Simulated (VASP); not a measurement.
Wanted: the native input for a VASP 6.6.1 run.

- Task: single point
- Functional: PBE
- Potentials or basis: VASP PAW PBE potentials, release 64 (Te, W_sv, S)
- Cutoff: 520 eV
- k mesh: 4 × 4 × 4
- Occupations: gaussian, width 0.1 eV
- Spin: no spin polarisation
- Dipole correction: no
- Further INCAR settings: ALGO = Normal; EDIFF = 1e-07; NBANDS = 31

The structure of TeWS4 lies in POSCAR:

```
TeWS4
1.0
    4.1910817350     -4.1614112299      0.0000000000
    4.1910817350      4.1614112299      0.0000000000
    0.0000000000      0.0000000000      3.9024323464
Te W S
1 1 4
Direct
    0.5000000000      0.5000000000      0.5000000000
    0.0000000000      0.0000000000      0.0000000000
    0.8254612783      0.1745387217      0.5000000000
    0.1745387217      0.8254612783      0.5000000000
    0.7180967464      0.7180967464      0.0000000000
    0.2819032536      0.2819032536      0.0000000000
```

One way to write it, as run:

INCAR

```
SYSTEM = TeWS4
  PREC = Accurate
  ENCUT = 520
  EDIFF = 1E-7
  ISMEAR = 0
  SIGMA = 0.1
  LREAL = .FALSE.
  LASPH = .TRUE.
  NELM = 60
  ALGO = Normal
  ISIF = 2
  LWAVE = .FALSE.
  LCHARG = .FALSE.
  GGA = PE
  NBANDS = 31
```

KPOINTS

```
regular mesh
0
G
  4 4 4
  0 0 0
```

Potentials or basis: VASP PAW PBE potentials, release 64 (Te, W_sv, S).

Run with:

```sh
$ cat potpaw_PBE.64/Te/POTCAR potpaw_PBE.64/W_sv/POTCAR potpaw_PBE.64/S/POTCAR > POTCAR
$ mpirun -np 1 vasp_std > vasp.out
```

Results of the run:

The pressure is -0.1 GPa, the largest force is 0.019 eV/Å and the band gap on the k mesh is zero (band 22 reaches 6.03 eV, above the bottom of band 23 at 4.82 eV).

Caveat: the k points lie up to 0.40 Å⁻¹ apart; spin-orbit coupling is left out, which moves the levels of the heavy elements.

It took 40 s on 1 thread of Intel(R) Xeon(R) 6975P-C (Granite Rapids), with other jobs on the host, peak memory 0.29 GiB.
